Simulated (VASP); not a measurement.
# NbZn31S32 (a cell with a defect) in VASP: single point with PBEsol

Aim: the single point of NbZn31S32 (a cell with a defect) with PBEsol.

All numbers are computed with VASP 6.6.1; they aren't measurements. Logs are shortened: lines on timing, memory, paths and dates and some standing lists are left out, and cuts for length are marked.

## 1. The cell of the first run

The cell holds a defect, 64 atoms: a = 10.713 Å, b = 10.713 Å, c = 10.713 Å, α = 90.00°, β = 90.00°, γ = 90.00°.

## 2. Single point, PBEsol

The input, INCAR:

```
SYSTEM = NbZn31S32
ALGO = Normal
EDIFF = 1E-6
ENCUT = 400
GGA = PS
GGA_COMPAT = .False.
ISIF = 2
ISMEAR = -1
ISYM = 0
LASPH = .True.
LCHARG = .False.
LREAL = Auto
LWAVE = .False.
NBANDS = 326
NELECT = 574.0
NELM = 120
PREC = Accurate
SIGMA = 0.05
```

The input, KPOINTS:

```
Automatic mesh
0
Gamma
  1 1 1
  0.25 0.25 0.25
```

The input, POSCAR:

```
NbZn31S32
1.0
   10.7125360000      0.0000000000      0.0000000000
    0.0000000000     10.7125360000      0.0000000000
    0.0000000000      0.0000000000     10.7125360000
Zn Nb S
31 1 32
Direct
    0.0000840000      0.0000970000      0.0004100000
    0.9997680000      0.9997540000      0.4999870000
    0.9998300000      0.4996010000      0.0001650000
    0.0003390000      0.4999940000      0.5003210000
    0.4997060000      0.9997890000      0.0001010000
    0.5000430000      0.0003670000      0.5003180000
    0.5000390000      0.4999990000      0.0006580000
    0.2488020000      0.2487610000      0.0006080000
    0.2416790000      0.2416950000      0.4928270000
    0.2487220000      0.7512690000      0.0002970000
    0.2415640000      0.7586120000      0.5084350000
    0.7512410000      0.2486820000      0.0002300000
    0.7585730000      0.2415640000      0.5083700000
    0.7512630000      0.7512680000      0.0004880000
    0.7581480000      0.7581370000      0.4919720000
    0.2487790000      0.0002970000      0.2491380000
    0.2487090000      0.9999110000      0.7516420000
    0.2417540000      0.4924790000      0.2421030000
    0.2414370000      0.5081880000      0.7590340000
    0.7513120000      0.9998880000      0.2490730000
    0.7512590000      0.0002020000      0.7515630000
    0.7586920000      0.5081760000      0.2418240000
    0.7583300000      0.4914890000      0.7586700000
    0.0002730000      0.2487890000      0.2491140000
    0.9998800000      0.2487210000      0.7515760000
    0.9999250000      0.7512920000      0.2490660000
    0.0001400000      0.7513010000      0.7516010000
    0.4924210000      0.2417120000      0.2419990000
    0.5079980000      0.2416190000      0.7588880000
    0.5080950000      0.7586530000      0.2418630000
    0.4915030000      0.7582660000      0.7585910000
    0.4969590000      0.4969290000      0.4973020000
    0.1246610000      0.1246670000      0.1249950000
    0.1243690000      0.1243560000      0.6260090000
    0.1243830000      0.6256400000      0.1247380000
    0.1234630000      0.6246160000      0.6249170000
    0.6256650000      0.1243740000      0.1247510000
    0.6245790000      0.1235320000      0.6249320000
    0.6245910000      0.6246110000      0.1238220000
    0.6203090000      0.6202610000      0.6206630000
    0.3750180000      0.3750440000      0.1239190000
    0.3752450000      0.3753080000      0.6264540000
    0.3738140000      0.8749640000      0.1248880000
    0.3752180000      0.8763980000      0.6248420000
    0.8748920000      0.3737780000      0.1248940000
    0.8763500000      0.3752110000      0.6248200000
    0.8749460000      0.8749240000      0.1249720000
    0.8745460000      0.8745610000      0.6261250000
    0.3750220000      0.1236180000      0.3753760000
    0.3738310000      0.1245720000      0.8752650000
    0.3752970000      0.6260860000      0.3756030000
    0.3752220000      0.6245170000      0.8767180000
    0.8749330000      0.1245740000      0.3741490000
    0.8749400000      0.1246320000      0.8752590000
    0.8763670000      0.6245460000      0.3755710000
    0.8746150000      0.6257860000      0.8749520000
    0.1236040000      0.3750130000      0.3753610000
    0.1245610000      0.3737670000      0.8752520000
    0.1245770000      0.8749320000      0.3741560000
    0.1246460000      0.8749230000      0.8752870000
    0.6260900000      0.3753220000      0.3755970000
    0.6245050000      0.3751880000      0.8766940000
    0.6245400000      0.8763520000      0.3755550000
    0.6258120000      0.8745690000      0.8748860000
```

Potentials or basis: VASP PAW PBE potentials, release 64 (Zn, Nb_sv, S).

Launch:

```
cat potpaw_PBE.64/Zn/POTCAR potpaw_PBE.64/Nb_sv/POTCAR potpaw_PBE.64/S/POTCAR > POTCAR
mpirun -np 1 vasp_std > vasp.out
```

OUTCAR:

```text
SYSTEM = NbZn31S32
   EDIFF = 1E-6
   ENCUT = 400
   GGA = PS
   ISIF = 2
   ISMEAR = -1
   ISYM = 0
   LASPH = .True.
   LREAL = Auto
   NELECT = 574.0
   NELM = 120
   PREC = Accurate

 ion  position               nearest neighbor table
   1  0.000  0.000  0.000-  33 2.31  54 2.32  60 2.32  47 2.32
   2  1.000  1.000  0.500-  34 2.32  59 2.32  53 2.32  48 2.33
   3  1.000  0.500  0.000-  35 2.32  58 2.32  45 2.32  56 2.33
   4  0.000  0.500  0.500-  36 2.30  57 2.31  46 2.31  55 2.31
   5  0.500  1.000  0.000-  37 2.32  50 2.32  43 2.32  64 2.33
   6  0.500  0.000  0.500-  38 2.30  49 2.31  63 2.31  44 2.31
[... 56 lines left out ...]
  63  0.625  0.876  0.376-  30 2.28  15 2.28   6 2.31  20 2.33
  64  0.626  0.875  0.875-  31 2.27  14 2.32  21 2.32   5 2.33

IMPORTANT INFORMATION: All symmetrisations will be switched off!
NOSYMM: (Re-)initialisation of all symmetry stuff for point group C_1.

----------------------------------------------------------------------------------------

                                     Primitive cell

  volume of cell :    1229.3538

  direct lattice vectors                    reciprocal lattice vectors
    10.712536000  0.000000000  0.000000000     0.093348578  0.000000000  0.000000000
     0.000000000 10.712536000  0.000000000     0.000000000  0.093348578  0.000000000
     0.000000000  0.000000000 10.712536000     0.000000000  0.000000000  0.093348578

  length of vectors
    10.712536000 10.712536000 10.712536000     0.093348578  0.093348578  0.093348578

  position of ions in fractional coordinates (direct lattice)
     0.000084000  0.000097000  0.000410000
     0.999768000  0.999754000  0.499987000
     0.999830000  0.499601000  0.000165000
     0.000339000  0.499994000  0.500321000
     0.499706000  0.999789000  0.000101000
     0.500043000  0.000367000  0.500318000
[... 56 lines left out ...]
     0.624540000  0.876352000  0.375555000
     0.625812000  0.874569000  0.874886000

  ion indices of the primitive-cell ions
   primitive index   ion index
                 1           1
                 2           2
                 3           3
                 4           4
                 5           5
                 6           6
[... 56 lines left out ...]
                63          63
                64          64

----------------------------------------------------------------------------------------

 KPOINTS: Automatic mesh

Automatic generation of k-mesh.
[... 48 lines left out ...]
   NSW    =      0    number of steps for IOM
   IBRION =     -1    ionic relax: 0-MD 1-quasi-New 2-CG
   NFREE  =      0    steps in history (QN), initial steepest desc. (CG)
   ISIF   =      2    stress and relaxation
   ISYM   =      0    0-nonsym 1-usesym 2-fastsym
   POTIM  = 0.5000    time-step for ionic-motion
   TEBEG  =    0.0;   TEEND  =   0.0 temperature during run
   PSTRESS=    0.0 pullay stress
   NELECT =     574.0000    total number of electrons
   NUPDOWN=      -1.0000    fix difference up-down
   EMIN   =  10.00;   EMAX   =-10.00  energy-range for DOS
   EFERMI =   0.00;   METHOD = LEGACY
   ISMEAR =    -1;   SIGMA  =   0.05  broadening in eV -4-tet -1-fermi 0-gaus
   EFERMI_NEDOS =   21; number of points for ismear=-14 and -15
   IALGO  =     38    algorithm
   IMIX   =      4    mixing-type and parameters
     AMIX     =   0.40;   BMIX     =  1.00
     AMIX_MAG =   1.60;   BMIX_MAG =  1.00
  volume/ion in A,a.u.               =      19.21       129.63
  Fermi-wavevector in a.u.,A,eV,Ry     =   1.270047  2.400041 21.946465  1.613020
  Thomas-Fermi vector in A             =   2.403056
   LORBIT       =      0    0 simple, 1 ext, 2 COOP (PROOUT), +10 PAW based schemes
   GGA     = PS    functional components
   LHFCALC =     F    Hartree Fock is set to
   AEXX    =    0.0000 exact exchange contribution
   IVDW    =     0    specifies the selected vdW correction
   LEPSILON=     F    determine dielectric tensor
   LRPA    =     F    only Hartree local field effects (RPA)
 non-spin polarized calculation
  energy-cutoff  :      400.00
  volume of cell :     1229.35
 maximum number of plane-waves:     22331
 NGX is ok and might be reduce to    70
   NGX = 35   NGY = 35   NGZ = 35

 number of electron     574.0000163 magnetization

 Free energy of the ion-electron system (eV)
  ---------------------------------------------------
  ext. energy  EPLUGINS =         0.00000000
  ---------------------------------------------------
  free energy    TOTEN  =      -260.58671576 eV

  energy without entropy =     -260.58658557  energy(sigma->0) =     -260.58665067

 E-fermi :   2.7105     XC(G=0):  -9.9614

 val. band max:        2.1884561301   @ k =   0.2500  -0.2500   0.2500
 cond. band min:       3.2315650256   @ k =   0.2500  -0.2500   0.2500
 fundamental gap:      1.0431088955
 Fermi energy:         2.7105074342

 k-point     1 :       0.2500    0.2500    0.2500
  band No.  band energies     occupation
      1     -53.3802      2.00000
      2     -29.5378      2.00000
      3     -29.5224      2.00000
      4     -29.5224      2.00000
      5     -10.8801      2.00000
      6     -10.5865      2.00000
[... 1197 lines left out ...]
    298       6.3961      0.00000
    299       6.4060      0.00000
 [bands above 299 left out]

------------------------ aborting loop because EDIFF is reached ----------------------------------------

  FORCE on cell =-STRESS in cart. coord.  units (eV):
  Direction    XX          YY          ZZ          XY          YZ          ZX
  --------------------------------------------------------------------------------------
  -------------------------------------------------------------------------------------
  Total      -20.4941602    -20.4946823    -20.4969266      0.3486582      0.3466693      0.3488037
  in kB      -26.7093812    -26.7100616    -26.7129866      0.4543950      0.4518030      0.4545846
  external PRESSURE =     -26.7108098 kB  Pullay stress =       0.0000000 kB

 VOLUME and BASIS-vectors are now :
 -----------------------------------------------------------------------------
  energy-cutoff  :      400.00
  volume of cell :     1229.35
      direct lattice vectors                 reciprocal lattice vectors
    10.712536000  0.000000000  0.000000000     0.093348578  0.000000000  0.000000000
     0.000000000 10.712536000  0.000000000     0.000000000  0.093348578  0.000000000
     0.000000000  0.000000000 10.712536000     0.000000000  0.000000000  0.093348578

 POSITION                                       TOTAL-FORCE (eV/Angst)
 -----------------------------------------------------------------------------------
      0.00090      0.00104      0.00439        -0.019852     -0.021282     -0.020688
     10.71005     10.70990      5.35613        -0.020330     -0.019260      0.007235
     10.71071      5.35199      0.00177        -0.022009      0.008389     -0.022769
      0.00363      5.35620      5.35971        -0.017778     -0.014207     -0.015508
      5.35312     10.71028      0.00108         0.006787     -0.020185     -0.021045
      5.35673      0.00393      5.35967        -0.015567     -0.019065     -0.015356
[... 56 lines left out ...]
      6.69041      9.38795      4.02315         0.005925      0.016048      0.009902
      6.70403      9.36885      9.37225         0.004574      0.013209      0.012417
 -----------------------------------------------------------------------------------
    total drift:                               -0.000687      0.000140     -0.007185

  FREE ENERGIE OF THE ION-ELECTRON SYSTEM (eV)
  ---------------------------------------------------
  free  energy   TOTEN  =      -260.5867157627 eV

  energy  without entropy=     -260.5865855689  energy(sigma->0) =     -260.58665067
```

Wall time 58 min (1 thread of AMD EPYC 7R13, shared host); peak memory 1.1 GiB.

Results:

```yaml
Free_energy: -260.5867 eV
Largest_force: 0.110 eV/Å
```

Forces in eV/Å, atoms in the order of the input:
```
Zn  -0.020 -0.021 -0.021
Zn  -0.020 -0.019  0.007
Zn  -0.022  0.008 -0.023
Zn  -0.018 -0.014 -0.016
Zn   0.007 -0.020 -0.021
Zn  -0.016 -0.019 -0.015
Zn  -0.016 -0.015 -0.018
Zn  -0.013 -0.012 -0.018
Zn  -0.007 -0.008  0.000
Zn  -0.018 -0.015 -0.020
Zn  -0.025 -0.006 -0.002
Zn  -0.015 -0.019 -0.018
Zn  -0.006 -0.025 -0.001
Zn  -0.017 -0.018 -0.016
Zn  -0.019 -0.018 -0.005
Zn  -0.012 -0.018 -0.013
Zn  -0.018 -0.019 -0.016
Zn  -0.008  0.000 -0.009
Zn  -0.023 -0.004 -0.008
Zn  -0.016 -0.019 -0.019
Zn  -0.018 -0.018 -0.017
Zn  -0.008 -0.004 -0.024
Zn  -0.022 -0.002 -0.022
Zn  -0.018 -0.013 -0.013
Zn  -0.019 -0.019 -0.015
Zn  -0.019 -0.016 -0.018
Zn  -0.017 -0.018 -0.017
Zn   0.001 -0.007 -0.005
Zn   0.000 -0.027 -0.005
Zn  -0.002 -0.006 -0.025
Zn  -0.002 -0.021 -0.021
Nb   0.056  0.061  0.057
S    0.016  0.016  0.017
S    0.016  0.017  0.014
S    0.018  0.014  0.019
S    0.018  0.019  0.019
S    0.015  0.016  0.016
S    0.019  0.018  0.019
S    0.019  0.019  0.017
S    0.063  0.063  0.065
S    0.020  0.021  0.014
S   -0.006 -0.004 -0.098
S    0.007  0.019  0.025
S    0.009  0.016  0.006
S    0.021  0.008  0.023
S    0.017  0.009  0.007
S    0.015  0.016  0.015
S    0.011  0.013  0.004
S    0.021  0.015  0.020
S    0.007  0.022  0.019
S   -0.004 -0.097 -0.003
S    0.008  0.007  0.017
S    0.020  0.023  0.008
S    0.014  0.016  0.016
S    0.017  0.006  0.008
S    0.013  0.004  0.012
S    0.015  0.021  0.021
S    0.023  0.008  0.021
S    0.024  0.019  0.007
S    0.016  0.015  0.016
S   -0.096 -0.006 -0.007
S    0.007  0.009  0.016
S    0.006  0.016  0.010
S    0.005  0.013  0.012
```

Caveat: the cell carries a net charge on a neutralising background, which shifts energy and pressure; the cell is charged against a uniform background, so pressure and absolute levels hang on convention; the PAW data sets were made with another functional, which shifts forces and pressure a little.
